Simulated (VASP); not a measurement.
# NaI (P1) in VASP: single point with r2SCAN

Aim: the single point of NaI with r2SCAN.

Program: VASP 6.6.1. These are calculated values, not measurements. Logs are shortened: lines on timing, memory, paths and dates and some standing lists are left out, and cuts for length are marked.

## 1. The cell of the first run

The typed cell holds 16 atoms: a = 9.135 Å, b = 9.135 Å, c = 9.135 Å, α = 60.00°, β = 60.00°, γ = 60.00°.

## 2. Single point, r2SCAN

POSCAR

```
NaI
1.0
    0.0000000000      6.4594410906      6.4594410906
    6.4594410906      0.0000000000      6.4594410906
    6.4594410906      6.4594410906      0.0000000000
Na I
8 8
Direct
    0.0118178955     -0.0036919603     -0.0062702019
   -0.0161022445     -0.0049885895      0.4999263024
   -0.0019412670      0.4998413105     -0.0157641348
    0.0020644201      0.5014083966      0.4895485469
    0.4934155224     -0.0009465989      0.0177564124
    0.4783808625      0.0116437319      0.4982073456
    0.5156494894      0.4962701037      0.0021587781
    0.5018524752      0.4996979545      0.5118776460
    0.2455316919      0.2468460471      0.2544671399
    0.2459256115      0.2478285625      0.7507569048
    0.2490505722      0.7516219177      0.2477798741
    0.2475375930      0.7463493253      0.7559657920
    0.7578402576      0.2503655467      0.2456498136
    0.7496421799      0.2547396093      0.7514494570
    0.7576307193      0.7456403631      0.2445914403
    0.7495339662      0.7567472838      0.7498031845
```

INCAR.step1

```
PREC     = Accurate       # precision mode
ENCUT    = 520            # plane-wave cutoff, eV
ISMEAR   = -1             # smearing method
SIGMA    = 0.146          # smearing width, eV
LREAL    = Auto         
LASPH    = True           # aspherical terms in the spheres
NELM     = 80             # most SCF steps
NBANDS   = 70             # bands
GGA      = PE             # functional
ALGO     = Normal         # electronic algorithm
EDIFF    = 1E-4           # SCF threshold, eV
LWAVE    = True           # write WAVECAR
LCHARG   = False          # write CHGCAR
```

INCAR.step2

```
PREC     = Accurate       # precision mode
ENCUT    = 520            # plane-wave cutoff, eV
EDIFF    = 1E-7           # SCF threshold, eV
ISMEAR   = -1             # smearing method
SIGMA    = 0.146          # smearing width, eV
LREAL    = Auto         
LASPH    = True           # aspherical terms in the spheres
NELM     = 80             # most SCF steps
ALGO     = Normal         # electronic algorithm
ISIF     = 2              # what is computed and relaxed
LWAVE    = False          # write WAVECAR
LCHARG   = False          # write CHGCAR
METAGGA  = R2SCAN         # meta-GGA
LMIXTAU  = True         
NBANDS   = 70             # bands
ISTART   = 1
```

KPOINTS

```
regular mesh
0
Gamma
  2 2 2
```

Potentials or basis: VASP PAW PBE potentials, release 64 (Na_pv, I).

On the command line:

```console
cat potpaw_PBE.64/Na_pv/POTCAR potpaw_PBE.64/I/POTCAR > POTCAR
cp INCAR.step1 INCAR
mpirun -np 1 vasp_std > vasp.out
cp INCAR.step2 INCAR
mpirun -np 1 vasp_std > vasp.out
```

OUTCAR:

```text
PREC = Accurate
   ENCUT = 520
   EDIFF = 1E-7
   ISMEAR = -1
   LREAL = Auto
   LASPH = True
   NELM = 80
   ISIF = 2
   METAGGA = R2SCAN
   ISTART = 1

 ion  position               nearest neighbor table
   1  0.012  0.996  0.994-  10 3.14  12 3.15  11 3.17
   2  0.984  0.995  0.500-  16 3.06  13 3.11
   3  0.998  0.500  0.984-  16 3.12  10 3.14  13 3.17
   4  0.002  0.501  0.490-  15 3.16   9 3.16
   5  0.493  0.999  0.018-   9 3.13  15 3.18  11 3.18
   6  0.478  0.012  0.498-   9 3.08  10 3.16
   7  0.516  0.496  0.002-  13 3.14
   8  0.502  0.500  0.512-  14 3.15  12 3.17
   9  0.246  0.247  0.254-   6 3.08   5 3.13   4 3.16
  10  0.246  0.248  0.751-   3 3.14   1 3.14   6 3.16
  11  0.249  0.752  0.248-   1 3.17   5 3.18
  12  0.248  0.746  0.756-   1 3.15   8 3.17
  13  0.758  0.250  0.246-   2 3.11   7 3.14   3 3.17
  14  0.750  0.255  0.751-   8 3.15
  15  0.758  0.746  0.245-   4 3.16   5 3.18
  16  0.750  0.757  0.750-   2 3.06   3 3.12

  LATTYP: Found a face centered cubic cell.
 ALAT       =    12.9188821812

  Lattice vectors:

 A1 = (   0.0000000000,   6.4594410906,   6.4594410906)
 A2 = (   6.4594410906,   0.0000000000,   6.4594410906)
 A3 = (   6.4594410906,   6.4594410906,   0.0000000000)

Analysis of symmetry for initial positions (statically):
=====================================================================
 Subroutine PRICEL returns:
 Original cell was already a primitive cell.

 Routine SETGRP: Setting up the symmetry group for a
 face centered cubic supercell.

 Subroutine GETGRP returns: Found  1 space group operations
 (whereof  1 operations were pure point group operations)
 out of a pool of 48 trial point group operations.

The static configuration has the point symmetry C_1 .

Analysis of symmetry for dynamics (positions and initial velocities):
=====================================================================
 Subroutine PRICEL returns:
 Original cell was already a primitive cell.

 Routine SETGRP: Setting up the symmetry group for a
 face centered cubic supercell.

 Subroutine GETGRP returns: Found  1 space group operations
 (whereof  1 operations were pure point group operations)
 out of a pool of 48 trial point group operations.

The dynamic configuration has the point symmetry C_1 .

 Subroutine INISYM returns: Found  1 space group operations
 (whereof  1 operations are pure point group operations),
 and found     1 'primitive' translations

----------------------------------------------------------------------------------------

                                     Primitive cell

  volume of cell :     539.0323

  direct lattice vectors                    reciprocal lattice vectors
     0.000000000  6.459441091  6.459441091    -0.077406078  0.077406078  0.077406078
     6.459441091  0.000000000  6.459441091     0.077406078 -0.077406078  0.077406078
     6.459441091  6.459441091  0.000000000     0.077406078  0.077406078 -0.077406078

  length of vectors
     9.135029196  9.135029196  9.135029196     0.134071260  0.134071260  0.134071260

  position of ions in fractional coordinates (direct lattice)
     0.011817896  0.996308040  0.993729798
     0.983897756  0.995011410  0.499926302
     0.998058733  0.499841311  0.984235865
     0.002064420  0.501408397  0.489548547
     0.493415522  0.999053401  0.017756412
     0.478380863  0.011643732  0.498207346
[... 8 lines left out ...]
     0.757630719  0.745640363  0.244591440
     0.749533966  0.756747284  0.749803185

  ion indices of the primitive-cell ions
   primitive index   ion index
                 1           1
                 2           2
                 3           3
                 4           4
                 5           5
                 6           6
[... 8 lines left out ...]
                15          15
                16          16

----------------------------------------------------------------------------------------

 KPOINTS: regular mesh

Automatic generation of k-mesh.
 Grid dimensions read from file:
 generate k-points for:    2    2    2

 Generating k-lattice:

  Cartesian coordinates                     Fractional coordinates (reciprocal lattice)
    -0.038703039  0.038703039  0.038703039     0.500000000  0.000000000  0.000000000
     0.038703039 -0.038703039  0.038703039     0.000000000  0.500000000  0.000000000
     0.038703039  0.038703039 -0.038703039     0.000000000  0.000000000  0.500000000

  Length of vectors
     0.067035630  0.067035630  0.067035630

  Shift w.r.t. Gamma in fractional coordinates (k-lattice)
     0.000000000  0.000000000  0.000000000

 Subroutine IBZKPT returns following result:
 ===========================================

 Found      8 irreducible k-points:

 Following reciprocal coordinates:
            Coordinates               Weight
  0.000000  0.000000  0.000000      1.000000
  0.500000  0.000000  0.000000      1.000000
  0.000000  0.500000  0.000000      1.000000
  0.000000  0.000000  0.500000      1.000000
  0.500000  0.500000  0.500000      1.000000
  0.500000  0.500000  0.000000      1.000000
  0.000000  0.500000  0.500000      1.000000
  0.500000  0.000000  0.500000      1.000000
   k-points           NKPTS =      8   k-points in BZ     NKDIM =      8   number of bands    NBANDS=     70
   number of dos      NEDOS =    301   number of ions     NIONS =     16
   total plane-waves  NPLWV = 343000
   dimension x,y,z NGX =    70 NGY =   70 NGZ =   70
   dimension x,y,z NGXF=   140 NGYF=  140 NGZF=  140
   ions per type =               8   8
   NGX,Y,Z   is equivalent  to a cutoff of  12.74, 12.74, 12.74 a.u.
   NGXF,Y,Z  is equivalent  to a cutoff of  25.48, 25.48, 25.48 a.u.
 SYSTEM =  unknown system
   PREC   = accura    normal or accurate (medium, high low for compatibility)
   ISTART =      1    job   : 0-new  1-cont  2-samecut
   ICHARG =      0    charge: 1-file 2-atom 10-const
   ISPIN  =      1    spin polarized calculation?
   LNONCOLLINEAR =      F non collinear calculations
   LSORBIT =      F    spin-orbit coupling
   LASPH  =      T    aspherical Exc in radial PAW
   ENCUT  =  520.0 eV  38.22 Ry    6.18 a.u.  16.99 16.99 16.99*2*pi/ulx,y,z
   NELM   =     80;   NELMIN=  2; NELMDL=  0     # of ELM steps
   EDIFF  = 0.1E-06   stopping-criterion for ELM
   LREAL  =      T    real-space projection
   EDIFFG = 0.1E-05   stopping-criterion for IOM
   NSW    =      0    number of steps for IOM
   IBRION =     -1    ionic relax: 0-MD 1-quasi-New 2-CG
   NFREE  =      0    steps in history (QN), initial steepest desc. (CG)
   ISIF   =      2    stress and relaxation
   ISYM   =      2    0-nonsym 1-usesym 2-fastsym
   POTIM  = 0.5000    time-step for ionic-motion
   TEBEG  =    0.0;   TEEND  =   0.0 temperature during run
   PSTRESS=    0.0 pullay stress
   NELECT =     112.0000    total number of electrons
   NUPDOWN=      -1.0000    fix difference up-down
   EMIN   =  10.00;   EMAX   =-10.00  energy-range for DOS
   EFERMI =   0.00;   METHOD = LEGACY
   ISMEAR =    -1;   SIGMA  =   0.15  broadening in eV -4-tet -1-fermi 0-gaus
   EFERMI_NEDOS =   21; number of points for ismear=-14 and -15
   IALGO  =     38    algorithm
   IMIX   =      4    mixing-type and parameters
     AMIX     =   0.40;   BMIX     =  1.00
     AMIX_MAG =   1.60;   BMIX_MAG =  1.00
  volume/ion in A,a.u.               =      33.69       227.35
  Fermi-wavevector in a.u.,A,eV,Ry     =   0.969637  1.832348 12.792145  0.940196
  Thomas-Fermi vector in A             =   2.099706
   LORBIT       =      0    0 simple, 1 ext, 2 COOP (PROOUT), +10 PAW based schemes
   METAGGA = R2SCAN    functional components
   LHFCALC =     F    Hartree Fock is set to
   AEXX    =    0.0000 exact exchange contribution
   IVDW    =     0    specifies the selected vdW correction
   LEPSILON=     F    determine dielectric tensor
   LRPA    =     F    only Hartree local field effects (RPA)
 non-spin polarized calculation
  energy-cutoff  :      520.00
  volume of cell :      539.03
 maximum number of plane-waves:     14512
 NGX is ok and might be reduce to    70
   NGX = 33   NGY = 33   NGZ = 33

 number of electron     112.0000001 magnetization

 Free energy of the ion-electron system (eV)
  ---------------------------------------------------
  ext. energy  EPLUGINS =         0.00000000
  ---------------------------------------------------
  free energy    TOTEN  =      -248.55229422 eV

  energy without entropy =     -248.55229317  energy(sigma->0) =     -248.55229370

 E-fermi :   2.9374     XC(G=0):  -8.0910

 val. band max:        0.5341290509   @ k =   0.0000   0.0000   0.0000
 cond. band min:       4.9803029966   @ k =   0.0000   0.0000   0.0000
 fundamental gap:      4.4461739457
 Fermi energy:         2.9373989286

 k-point     1 :       0.0000    0.0000    0.0000
  band No.  band energies     occupation
      1     -22.7727      2.00000
      2     -22.7716      2.00000
      3     -22.7711      2.00000
      4     -22.7683      2.00000
      5     -22.7680      2.00000
      6     -22.7673      2.00000
[... 60 lines left out ...]
     67       6.5455      0.00000
     68       8.5973      0.00000

 k-point     2 :       0.5000    0.0000    0.0000
  band No.  band energies     occupation
      1     -22.7727      2.00000
      2     -22.7716      2.00000
      3     -22.7711      2.00000
      4     -22.7683      2.00000
      5     -22.7680      2.00000
      6     -22.7673      2.00000
[... 60 lines left out ...]
     67       7.8298      0.00000
     68       7.8495      0.00000

 k-point     3 :       0.0000    0.5000    0.0000
  band No.  band energies     occupation
      1     -22.7723      2.00000
      2     -22.7716      2.00000
      3     -22.7711      2.00000
      4     -22.7686      2.00000
      5     -22.7680      2.00000
      6     -22.7674      2.00000
[... 344 lines left out ...]
     67       8.1654      0.00000
     68       8.1881      0.00000

 k-point     8 :       0.5000    0.0000    0.5000
  band No.  band energies     occupation
      1     -22.7726      2.00000
      2     -22.7715      2.00000
      3     -22.7711      2.00000
      4     -22.7683      2.00000
      5     -22.7679      2.00000
      6     -22.7673      2.00000
[... 60 lines left out ...]
     67       8.1930      0.00000
     68       8.1994      0.00000
 [bands above 68 left out]

------------------------ aborting loop because EDIFF is reached ----------------------------------------

  FORCE on cell =-STRESS in cart. coord.  units (eV):
  Direction    XX          YY          ZZ          XY          YZ          ZX
  --------------------------------------------------------------------------------------
  -------------------------------------------------------------------------------------
  Total        0.2508781      0.5283042      0.2517703     -0.0127782     -0.0318651      0.0125246
  in kB        0.7456903      1.5702900      0.7483421     -0.0379809     -0.0947134      0.0372270
  external PRESSURE =       1.0214408 kB  Pullay stress =       0.0000000 kB

 VOLUME and BASIS-vectors are now :
 -----------------------------------------------------------------------------
  energy-cutoff  :      520.00
  volume of cell :      539.03
      direct lattice vectors                 reciprocal lattice vectors
     0.000000000  6.459441091  6.459441091    -0.077406078  0.077406078  0.077406078
     6.459441091  0.000000000  6.459441091     0.077406078 -0.077406078  0.077406078
     6.459441091  6.459441091  0.000000000     0.077406078  0.077406078 -0.077406078

 POSITION                                       TOTAL-FORCE (eV/Angst)
 -----------------------------------------------------------------------------------
     12.85453      6.49528      6.51193         0.053827     -0.058809     -0.090067
      9.65646      9.58467     12.78265         0.055720      0.128735      0.189567
      9.58631     12.80452      9.67560         0.102717      0.119606      0.024446
      6.40103      3.17554      3.25215         0.066136      0.032295     -0.021790
      6.56802      3.30189      9.64052        -0.093984     -0.057840      0.069338
      3.29335      6.30821      3.16529        -0.098631      0.173009      0.045972
[... 8 lines left out ...]
      6.39634      6.47379      9.71029         0.112610     -0.027520     -0.022881
      9.73147      9.68488      9.72974        -0.031190     -0.129839     -0.133954
 -----------------------------------------------------------------------------------
    total drift:                               -0.004987     -0.047582      0.006206

  FREE ENERGIE OF THE ION-ELECTRON SYSTEM (eV)
  ---------------------------------------------------
  free  energy   TOTEN  =      -248.5522942228 eV

  energy  without entropy=     -248.5522931695  energy(sigma->0) =     -248.55229370
```

It took 15 min on 1 thread of Intel Xeon 6975P-C (Granite Rapids), shared host; peak memory 0.87 GiB.

What came out:

| Item | Value |
| --- | --- |
| Free energy | -248.5523 eV |
| Pressure | 0.1 GPa |
| Largest force | 0.236 eV/Å |
| Band gap on the k mesh | 4.45 eV |

Forces in eV/Å, atoms in the order of the input:
```
Na   0.054 -0.059 -0.090
Na   0.056  0.129  0.190
Na   0.103  0.120  0.024
Na   0.066  0.032 -0.022
Na  -0.094 -0.058  0.069
Na  -0.099  0.173  0.046
Na   0.018 -0.115 -0.079
Na  -0.071 -0.089  0.010
I   -0.007 -0.092  0.052
I   -0.023  0.036  0.138
I   -0.024  0.120 -0.026
I   -0.063 -0.018  0.041
I    0.058 -0.060 -0.134
I   -0.055  0.038 -0.063
I    0.113 -0.028 -0.023
I   -0.031 -0.130 -0.134
```

Levels at points of the mesh, in eV from the valence-band top:
```
           k point  band 53  band 54  band 55  band 56  band 57  band 58  band 59  band 60
(0.00, 0.00, 0.00)    -0.30    -0.01     0.00     0.00     4.45     5.22     5.23     5.23
(0.50, 0.00, 0.00)    -0.21    -0.17    -0.15    -0.12     5.64     5.66     6.11     6.12
(0.00, 0.50, 0.00)    -0.19    -0.16    -0.16    -0.13     5.63     5.65     6.10     6.10
(0.00, 0.00, 0.50)    -0.19    -0.18    -0.15    -0.14     5.64     5.65     6.09     6.12
(0.50, 0.50, 0.50)    -0.21    -0.18    -0.15    -0.12     5.63     5.67     6.09     6.10
(0.50, 0.50, 0.00)    -0.32    -0.32    -0.29    -0.28     6.06     6.07     6.57     6.57
(0.00, 0.50, 0.50)    -0.32    -0.31    -0.30    -0.29     6.06     6.06     6.56     6.57
(0.50, 0.00, 0.50)    -0.32    -0.31    -0.29    -0.28     6.05     6.06     6.55     6.56
```

Caveat: the k points lie up to 0.42 Å⁻¹ apart; the PAW data sets were made with another functional, which shifts forces and pressure a little; spin-orbit coupling is left out, which moves the levels of the heavy elements.
